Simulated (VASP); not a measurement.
# TiAl3 (I4/mmm) in VASP: single point with PBE

Aim: the single point of TiAl3 with PBE.

Program: VASP 6.6.1. These are calculated values, not measurements. Logs are shortened: lines on timing, memory, paths and dates and some standing lists are left out, and cuts for length are marked.

**1. The cell of the first run**

The structure is tetragonal, space group I4/mmm (No. 139). Conventional cell: a = 3.899 Å, b = 3.899 Å, c = 16.662 Å, α = 90.00°, β = 90.00°, γ = 90.00°. Ti (site symmetry 4mm) has 12 Al at 2.76 to 2.93 Å within 3.6 Å. Al (site symmetry mmm) has 8 Al at 2.76 to 2.85 Å and 4 Ti at 2.78 Å within 3.6 Å. Within 3.6 Å of Al (site symmetry -4m2) lie 8 Al at 2.76 to 2.85 Å and 4 Ti at 2.93 Å. Al (site symmetry 4mm) has 4 Ti at 2.76 Å and 8 Al at 2.85 Å within 3.6 Å.

**2. Single point, PBE**

Input file INCAR:

```
SYSTEM = TiAl3
ALGO     = All            ! electronic algorithm
EDIFF    = 1E-6           ! SCF threshold, eV
ENCUT    = 550            ! plane-wave cutoff, eV
GGA      = PE             ! functional
GGA_COMPAT= .FALSE.      
ISEARCH  = 1            
ISIF     = 2              ! what is computed and relaxed
ISMEAR   = 0              ! smearing method
KPAR     = 4            
LASPH    = .TRUE.         ! aspherical terms in the spheres
LCHARG   = .TRUE.         ! write CHGCAR
LREAL    = .FALSE.        ! projectors in reciprocal space
LVHAR    = .TRUE.       
LWAVE    = .FALSE.        ! write WAVECAR
NBANDS   = 31             ! bands
NELM     = 300            ! most SCF steps
PREC     = Accurate       ! precision mode
SIGMA    = 0.2            ! smearing width, eV
```

Input file KPOINTS:

```
k-points
0
G
  6 6 6
  0 0 0
```

Input file POSCAR:

```
TiAl3
1.0
    0.0000000000     -3.8987584169      0.0000000000
    3.8987584169      0.0000000000      0.0000000000
   -1.9493792085      1.9493792085      8.3310402075
Ti Al
2 6
Direct
    0.1190404211      0.1190404211      0.2380808423
    0.8809595789      0.8809595789      0.7619191577
    0.5000000000      0.0000000000      0.0000000000
    0.0000000000      0.5000000000      0.0000000000
    0.7500000000      0.2500000000      0.5000000000
    0.6249201722      0.6249201722      0.2498403444
    0.2500000000      0.7500000000      0.5000000000
    0.3750798278      0.3750798278      0.7501596556
```

Potentials or basis: VASP PAW PBE potentials, release 64 (Ti_sv, Al).

Run with:

```sh
$ cat potpaw_PBE.64/Ti_sv/POTCAR potpaw_PBE.64/Al/POTCAR > POTCAR
$ mpirun -np 4 vasp_std > vasp.out
```

OUTCAR:

```text
SYSTEM = TiAl3
   EDIFF = 1E-6
   ENCUT = 550
   GGA = PE
   ISIF = 2
   ISMEAR = 0
   LASPH = .TRUE.
   LREAL = .FALSE.
   NELM = 300
   PREC = Accurate

 ion  position               nearest neighbor table
   1  0.119  0.119  0.238-   6 2.76   6 2.76   6 2.76   6 2.76   4 2.78   3 2.78   4 2.78   3 2.78
                             5 2.93   7 2.93   7 2.93   5 2.93
   2  0.881  0.881  0.762-   8 2.76   8 2.76   8 2.76   8 2.76   3 2.78   4 2.78   3 2.78   4 2.78
                             5 2.93   7 2.93   5 2.93   7 2.93
   3  0.500  0.000  0.000-   4 2.76   4 2.76   4 2.76   4 2.76   1 2.78   2 2.78   2 2.78   1 2.78
                             8 2.85   6 2.85   8 2.85   6 2.85
   4  0.000  0.500  0.000-   3 2.76   3 2.76   3 2.76   3 2.76   2 2.78   1 2.78   2 2.78   1 2.78
                             8 2.85   6 2.85   8 2.85   6 2.85
   5  0.750  0.250  0.500-   7 2.76   7 2.76   7 2.76   7 2.76   6 2.85   8 2.85   6 2.85   8 2.85
                             2 2.93   1 2.93   2 2.93   1 2.93
   6  0.625  0.625  0.250-   1 2.76   1 2.76   1 2.76   1 2.76   4 2.85   3 2.85   4 2.85   3 2.85
                             7 2.85   5 2.85   7 2.85   5 2.85
   7  0.250  0.750  0.500-   5 2.76   5 2.76   5 2.76   5 2.76   6 2.85   8 2.85   6 2.85   8 2.85
                             2 2.93   1 2.93   2 2.93   1 2.93
   8  0.375  0.375  0.750-   2 2.76   2 2.76   2 2.76   2 2.76   3 2.85   4 2.85   3 2.85   4 2.85
                             7 2.85   5 2.85   5 2.85   7 2.85

  LATTYP: Found a body centered tetragonal cell.
 ALAT       =     3.8987584169
 C/A-ratio  =     4.2736888602

  Lattice vectors:

 A1 = (  -1.9493792084,  -1.9493792085,  -8.3310402075)
 A2 = (   1.9493792085,   1.9493792084,  -8.3310402075)
 A3 = (   1.9493792084,  -1.9493792084,   8.3310402075)

Analysis of symmetry for initial positions (statically):
=====================================================================
 Subroutine PRICEL returns:
 Original cell was already a primitive cell.

 Routine SETGRP: Setting up the symmetry group for a
 body centered tetragonal supercell.

 Subroutine GETGRP returns: Found 16 space group operations
 (whereof 16 operations were pure point group operations)
 out of a pool of 16 trial point group operations.

The static configuration has the point symmetry D_4h.

Analysis of symmetry for dynamics (positions and initial velocities):
=====================================================================
 Subroutine PRICEL returns:
 Original cell was already a primitive cell.

 Routine SETGRP: Setting up the symmetry group for a
 body centered tetragonal supercell.

 Subroutine GETGRP returns: Found 16 space group operations
 (whereof 16 operations were pure point group operations)
[... 126 lines left out ...]
   NUPDOWN=      -1.0000    fix difference up-down
   EMIN   =  10.00;   EMAX   =-10.00  energy-range for DOS
   EFERMI =   0.00;   METHOD = LEGACY
   ISMEAR =     0;   SIGMA  =   0.20  broadening in eV -4-tet -1-fermi 0-gaus
   EFERMI_NEDOS =   21; number of points for ismear=-14 and -15
   IALGO  =     58    algorithm
   IMIX   =      4    mixing-type and parameters
     AMIX     =   0.40;   BMIX     =  1.00
     AMIX_MAG =   1.60;   BMIX_MAG =  1.00
  volume/ion in A,a.u.               =      15.83       106.82
  Fermi-wavevector in a.u.,A,eV,Ry     =   1.133202  2.141441 17.471875  1.284147
  Thomas-Fermi vector in A             =   2.269904
   LORBIT       =      0    0 simple, 1 ext, 2 COOP (PROOUT), +10 PAW based schemes
   GGA     = PE    functional components
   LHFCALC =     F    Hartree Fock is set to
   AEXX    =    0.0000 exact exchange contribution
   IVDW    =     0    specifies the selected vdW correction
   LEPSILON=     F    determine dielectric tensor
   LRPA    =     F    only Hartree local field effects (RPA)
 non-spin polarized calculation
 Gauss-broadening in eV      SIGMA  =   0.20
  energy-cutoff  :      550.00
  volume of cell :      126.63
 maximum number of plane-waves:      3748
 NGX is ok and might be reduce to    30
   NGX = 15   NGY = 15   NGZ = 33

 number of electron      42.0000003 magnetization

 Free energy of the ion-electron system (eV)
  ---------------------------------------------------
  ext. energy  EPLUGINS =         0.00000000
  ---------------------------------------------------
  free energy    TOTEN  =       -41.38691584 eV

  energy without entropy =      -41.33333565  energy(sigma->0) =      -41.36012574

 E-fermi :   8.6203     XC(G=0): -10.7403

 val. band max:        8.6155683308   @ k =   0.1667   0.0000   0.3333
 cond. band min:       8.6456561197   @ k =   0.0000   0.0000   0.0000
 fundamental gap:      0.0300877889
 Fermi energy:         8.6202723437

 k-point     1 :       0.0000    0.0000    0.0000
  band No.  band energies     occupation
      1     -48.1697      2.00000
      2     -48.1693      2.00000
      3     -24.4722      2.00000
      4     -24.4722      2.00000
      5     -24.4716      2.00000
      6     -24.4716      2.00000
[... 805 lines left out ...]
     30      11.2504      0.00000
     31      11.8041      0.00000

 [... further k-points ...]

------------------------ aborting loop because EDIFF is reached ----------------------------------------

  FORCE on cell =-STRESS in cart. coord.  units (eV):
  Direction    XX          YY          ZZ          XY          YZ          ZX
  --------------------------------------------------------------------------------------
  -------------------------------------------------------------------------------------
  Total       -0.0649608     -0.0649608      0.0932312      0.0000000      0.0000000     -0.0000000
  in kB       -0.8218831     -0.8218831      1.1795602      0.0000000      0.0000000     -0.0000000
  external PRESSURE =      -0.1547353 kB  Pullay stress =       0.0000000 kB

 VOLUME and BASIS-vectors are now :
 -----------------------------------------------------------------------------
  energy-cutoff  :      550.00
  volume of cell :      126.63
      direct lattice vectors                 reciprocal lattice vectors
     0.000000000 -3.898758417  0.000000000     0.000000000 -0.256491912  0.060016515
     3.898758417  0.000000000  0.000000000     0.256491912  0.000000000  0.060016515
    -1.949379208  1.949379208  8.331040207     0.000000000  0.000000000  0.120033030

 POSITION                                       TOTAL-FORCE (eV/Angst)
 -----------------------------------------------------------------------------------
     -0.00000      0.00000      1.98346         0.000000     -0.000000     -0.018749
      1.94938     -1.94938      6.34758        -0.000000      0.000000      0.018749
      0.00000     -1.94938      0.00000         0.000000      0.000000     -0.000000
      1.94938      0.00000      0.00000         0.000000      0.000000     -0.000000
     -0.00000     -1.94938      4.16552        -0.000000     -0.000000     -0.000000
      1.94938     -1.94938      2.08143         0.000000     -0.000000     -0.005179
      1.94938      0.00000      4.16552         0.000000     -0.000000     -0.000000
     -0.00000      0.00000      6.24961        -0.000000      0.000000      0.005179
 -----------------------------------------------------------------------------------
    total drift:                                0.000000     -0.000000     -0.000000

  FREE ENERGIE OF THE ION-ELECTRON SYSTEM (eV)
  ---------------------------------------------------
  free  energy   TOTEN  =       -41.3869158403 eV

  energy  without entropy=      -41.3333367212  energy(sigma->0) =      -41.36012628
```

OSZICAR:

```text
N       E                     dE             d eps       ncg     rms           ort
DAV:   1     0.357649537135E+03    0.35765E+03   -0.20623E+04   930   0.146E+03
DAV:   2    -0.303732968533E+01   -0.36069E+03   -0.34998E+03   930   0.385E+02
DAV:   3    -0.413416004518E+02   -0.38304E+02   -0.37380E+02   930   0.105E+02
DAV:   4    -0.452110517852E+02   -0.38695E+01   -0.38241E+01   930   0.282E+01
DAV:   5    -0.454301307765E+02   -0.21908E+00   -0.21903E+00   930   0.556E+00
SDA:   6    -0.277678243650E+02    0.17662E+02   -0.21903E+00   930   0.829E+02   0.000E+00
CGA:   7    -0.387050937958E+02   -0.10937E+02   -0.10165E+02   930   0.111E+02   0.118E+01
CGA:   8    -0.407029216267E+02   -0.19978E+01   -0.19784E+01   930   0.359E+01  -0.436E+00
CGA:   9    -0.411289207470E+02   -0.42600E+00   -0.42594E+00   930   0.814E+00   0.830E-02
CGA:  10    -0.412930216684E+02   -0.16410E+00   -0.16404E+00   930   0.441E+00   0.827E-03
CGA:  11    -0.413524487417E+02   -0.59427E-01   -0.59347E-01   930   0.859E-01  -0.106E-02
CGA:  12    -0.413701784104E+02   -0.17730E-01   -0.17742E-01   930   0.582E-01  -0.378E-03
[... 12 lines left out ...]
CGA:  25    -0.413869152020E+02   -0.10375E-05   -0.11086E-05   930   0.360E-05  -0.335E-06
CGA:  26    -0.413869158403E+02   -0.63838E-06   -0.63722E-06   930   0.200E-05  -0.690E-07
   1 F= -.41386916E+02 E0= -.41360126E+02  d E =-.535791E-01
```

stdout:

```text
POSCAR found type information on POSCAR TiAl
 POSCAR found :  2 types and       8 ions
 scaLAPACK will be used
 LDA part: xc-table for (Slater+PW92), standard interpolation
 POSCAR, INCAR and KPOINTS ok, starting setup
 FFT: planning ... GRIDC
 FFT: planning ... GRID_SOFT
[... 38 lines left out ...]
 gam= 0.740 trial= 0.413  step=  0.4936 mean=  0.4130
 gam= 0.405 g(H,U,f)=  0.236E-05 0.135E-06 0.579E-08 ort(H,U,f) = 0.281E-06-0.409E-07-0.501E-08
 gam= 0.405 trial= 0.421  step=  0.8532 mean=  0.4211
 gam= 1.436 g(H,U,f)=  0.251E-05 0.106E-05 0.306E-07 ort(H,U,f) =-0.523E-07-0.276E-06-0.754E-08
 gam= 1.436 trial= 0.464  step=  0.4093 mean=  0.4643
 gam= 0.556 g(H,U,f)=  0.190E-05 0.951E-07 0.101E-07 ort(H,U,f) = 0.815E-08-0.740E-07-0.314E-08
 gam= 0.556 trial= 0.459  step=  0.6450 mean=  0.4588
 final diagonalization occupied
```

Wall time 2.4 min (4 MPI ranks of Intel Xeon Platinum 8259CL at 2.50GHz (Skylake/Cascade Lake), shared host); peak memory 0.38 GiB.

Results:

- Free energy: -41.3869 eV
- Pressure: 0.0 GPa
- Largest force: 0.019 eV/Å
- Band gap on the k mesh: zero (bands 21 and 22 overlap by 1.54 eV)

Forces on the atoms (eV/Å):
```
Ti   0.000  0.000 -0.019
Ti   0.000  0.000  0.019
Al   0.000  0.000  0.000
Al   0.000  0.000  0.000
Al   0.000  0.000  0.000
Al   0.000  0.000 -0.005
Al   0.000  0.000  0.000
Al   0.000  0.000  0.005
```

Stress tensor (GPa, compression positive):
```
-0.08  0.00  0.00
 0.00 -0.08  0.00
 0.00  0.00  0.12
```

The gap in the log of VASP goes by the Fermi energy; the results here count the filled bands.